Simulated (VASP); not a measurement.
# Ir (P6_3/mmc) in VASP: a series of runs, part 2 of 2

VASP 6.6.1. Earlier steps stand in the parts before.

**5. Single point, PBEsol (strain -0.080 along x and y, +0.040 along z)**

Contents of INCAR:

```
SYSTEM = Ir
ALGO     = Normal         ! electronic algorithm
EDIFF    = 1E-6           ! SCF threshold, eV
ENCUT    = 520            ! plane-wave cutoff, eV
GGA      = PS             ! functional
ISIF     = 2              ! what is computed and relaxed
ISMEAR   = 0              ! smearing method
LASPH    = .True.         ! aspherical terms in the spheres
LCHARG   = .False.        ! write CHGCAR
LREAL    = .False.        ! projectors in reciprocal space
LWAVE    = .False.        ! write WAVECAR
NBANDS   = 16             ! bands
NELM     = 100            ! most SCF steps
PREC     = Accurate       ! precision mode
SIGMA    = 0.15           ! smearing width, eV
```

Contents of KPOINTS:

```
k-points
0
Gamma
  18 18 12
  0 0 0
```

Contents of POSCAR:

```
Ir
1.0
    2.5312676630      0.0000000000      0.0000000000
   -1.2656338315      2.1921420999      0.0000000000
    0.0000000000      0.0000000000      4.6407816000
Ir
2
Direct
    0.6666666667      0.3333333333      0.7500000000
    0.3333333333      0.6666666667      0.2500000000
```

Potentials or basis: VASP PAW PBE potentials, release 64 (Ir).

Launch:

```console
> cat potpaw_PBE.64/Ir/POTCAR > POTCAR
> mpirun -np 1 vasp_std > vasp.out
```

OUTCAR:

```text
SYSTEM = Ir
   EDIFF = 1E-6
   ENCUT = 520
   GGA = PS
   ISIF = 2
   ISMEAR = 0
   LASPH = .True.
   LREAL = .False.
   NELM = 100
   PREC = Accurate

 ion  position               nearest neighbor table
   1  0.667  0.333  0.750-   2 2.74   2 2.74   2 2.74   2 2.74   2 2.74   2 2.74
   2  0.333  0.667  0.250-   1 2.74   1 2.74   1 2.74   1 2.74   1 2.74   1 2.74

  LATTYP: Found a hexagonal cell.
 ALAT       =     2.5312676630
 C/A-ratio  =     1.8333824067

  Lattice vectors:

 A1 = (   2.5312676630,   0.0000000000,   0.0000000000)
 A2 = (  -1.2656338315,   2.1921420999,   0.0000000000)
 A3 = (   0.0000000000,   0.0000000000,   4.6407816000)

Analysis of symmetry for initial positions (statically):
=====================================================================
 Subroutine PRICEL returns:
 Original cell was already a primitive cell.

 Routine SETGRP: Setting up the symmetry group for a
 hexagonal supercell.

 Subroutine GETGRP returns: Found 24 space group operations
 (whereof 12 operations were pure point group operations)
 out of a pool of 24 trial point group operations.

The static configuration has the point symmetry D_3d.
[... 164 lines left out ...]
 E-fermi :  11.9151     XC(G=0): -14.6423

 val. band max:       11.9127529133   @ k =   0.2222   0.1111   0.0833
 cond. band min:      11.9188711895   @ k =   0.2222   0.1111   0.3333
 fundamental gap:      0.0061182762
 Fermi energy:        11.9151070624

 k-point     1 :       0.0000    0.0000    0.0000
  band No.  band energies     occupation
      1      -0.2678      2.00000
      2       2.4163      2.00000
      3       6.1767      2.00000
      4       7.6268      2.00000
      5       7.6268      2.00000
      6       8.0983      2.00000
[... 433 lines left out ...]
      3       4.2097      2.00000
      4       7.1786      2.00000
      5       7.7205      2.00000
      6       8.1267      2.00000
[... 8 lines left out ...]
     15      23.7647      0.00000
     16      26.3375      0.00000

 [... further k-points ...]

------------------------ aborting loop because EDIFF is reached ----------------------------------------

  FORCE on cell =-STRESS in cart. coord.  units (eV):
  Direction    XX          YY          ZZ          XY          YZ          ZX
  --------------------------------------------------------------------------------------
  -------------------------------------------------------------------------------------
  Total       12.8758156     12.8758156      0.6669174      0.0000000      0.0000000      0.0000000
  in kB      801.1012825    801.1012825     41.4939443      0.0000000      0.0000000      0.0000000
  external PRESSURE =     547.8988364 kB  Pullay stress =       0.0000000 kB

 VOLUME and BASIS-vectors are now :
 -----------------------------------------------------------------------------
  energy-cutoff  :      520.00
  volume of cell :       25.75
      direct lattice vectors                 reciprocal lattice vectors
     2.531267663  0.000000000  0.000000000     0.395058972  0.228087404  0.000000000
    -1.265633831  2.192142100  0.000000000     0.000000000  0.456174807  0.000000000
     0.000000000  0.000000000  4.640781600     0.000000000  0.000000000  0.215480944

 POSITION                                       TOTAL-FORCE (eV/Angst)
 -----------------------------------------------------------------------------------
      1.26563      0.73071      3.48059         0.000000      0.000000      0.000000
     -0.00000      1.46143      1.16020        -0.000000     -0.000000      0.000000
 -----------------------------------------------------------------------------------
    total drift:                               -0.000000      0.000000     -0.000000

  FREE ENERGIE OF THE ION-ELECTRON SYSTEM (eV)
  ---------------------------------------------------
  free  energy   TOTEN  =       -18.6877822659 eV

  energy  without entropy=      -18.6664977175  energy(sigma->0) =      -18.67713999
```

It took 79 s on 1 thread of AMD EPYC 7R13 (Zen 3), shared host; peak memory 0.18 GiB.

Results:

* Free energy: -18.6878 eV
* Pressure: 54.8 GPa
* Band gap on the k mesh: zero (bands 9 and 10 overlap by 4.24 eV)

Caveat: the cell differs from its parent crystal (strain -0.080 along x and y, +0.040 along z); the stress differs along the axes, from 4 to 80 GPa; the PAW data sets were made with another functional, which shifts forces and pressure a little; spin-orbit coupling is left out, which moves the levels of the heavy elements.

**6. Single point, PBEsol (strain -0.040 along x and y, -0.040 along z)**

Contents of INCAR:

```
SYSTEM = Ir
PREC = Accurate ; ENCUT = 520
EDIFF = 1E-6 ; ISMEAR = 0
SIGMA = 0.15 ; LREAL = .FALSE.
LASPH = .TRUE. ; NELM = 80
ALGO = Normal ; ISIF = 2
LWAVE = .FALSE. ; LCHARG = .FALSE.
GGA = PS ; NBANDS = 16
```

Contents of KPOINTS:

```
Automatic mesh
0
G
  18 18 12
  0 0 0
```

Contents of POSCAR:

```
Ir
1.0
    2.6413227788      0.0000000000      0.0000000000
   -1.3206613894      2.2874526260      0.0000000000
    0.0000000000      0.0000000000      4.2837984000
Ir
2
Direct
    0.6666666667      0.3333333333      0.7500000000
    0.3333333333      0.6666666667      0.2500000000
```

Potentials or basis: VASP PAW PBE potentials, release 64 (Ir).

Launch:

```console
> cat potpaw_PBE.64/Ir/POTCAR > POTCAR
> mpirun -np 1 vasp_std > vasp.out
```

Run time: 68 s. Hardware: 1 thread of AMD EPYC 7R13 (Zen 3), shared host; peak memory 0.18 GiB.

It converged, with:

| Quantity | Value |
| --- | --- |
| Free energy | -19.2008 eV |
| Pressure | 43.1 GPa |
| Band gap on the k mesh | zero (bands 9 and 10 overlap by 3.91 eV) |

Stress tensor (GPa, compression positive):
```
42.75  0.00  0.00
 0.00 42.75  0.00
 0.00  0.00 43.91
```

Levels at points of the mesh, in eV from the Fermi level:
```csv
k point,band 6,band 7,band 8,band 9,band 10,band 11,band 12,band 13
"(0.00, 0.00, 0.00)",-3.70,-3.70,-2.77,-2.77,-1.14,0.30,0.30,7.91
"(0.50, 0.00, 0.00)",-3.97,-3.46,0.85,1.16,1.34,3.32,4.89,8.80
"(0.00, 0.00, 0.50)",-4.61,-4.61,-4.61,-0.54,-0.54,-0.54,-0.54,13.58
"(0.50, 0.00, 0.50)",-2.50,-1.23,-1.23,1.14,1.14,2.18,2.18,8.51
```

Caveat: the cell differs from its parent crystal (strain -0.040 along x and y, -0.040 along z); the cell stands under pressure; the PAW data sets were made with another functional, which shifts forces and pressure a little; spin-orbit coupling is left out, which moves the levels of the heavy elements.

**7. Overview**

| cell | gap on the mesh (eV) | pressure (GPa) |
| --- | --- | --- |
| a = 2.531, b = 2.531, c = 4.284 Å, angles 90.0, 90.0, 120.0°, 2 atoms | none | 105.1 |
| a = 2.531, b = 2.531, c = 4.462 Å, angles 90.0, 90.0, 120.0°, 2 atoms | none | 76.1 |
| a = 2.641, b = 2.641, c = 4.105 Å, angles 90.0, 90.0, 120.0°, 2 atoms | none | 72.5 |
| a = 2.531, b = 2.531, c = 4.641 Å, angles 90.0, 90.0, 120.0°, 2 atoms | none | 54.8 |
| a = 2.641, b = 2.641, c = 4.284 Å, angles 90.0, 90.0, 120.0°, 2 atoms | none | 43.1 |

Alike in all rows: task single point; level PBEsol; potentials or basis VASP PAW PBE potentials, release 64 (Ir); no spin polarisation; k mesh 18 × 18 × 12; cutoff (eV) 520; smearing gaussian 0.15 eV.

Caveats: the PAW data sets were made with another functional, which shifts forces and pressure a little; spin-orbit coupling is left out, which moves the levels of the heavy elements; the stress differs along the axes, from 84 to 116 GPa (at least some runs); the stress differs along the axes, from 37 to 95 GPa (at least some runs); the stress differs along the axes, from 62 to 93 GPa (at least some runs); the stress differs along the axes, from 4 to 80 GPa (at least some runs); the cell stands under pressure (at least some runs).

Total energies depend on the potentials used, so only differences within one code and one set of settings carry meaning.
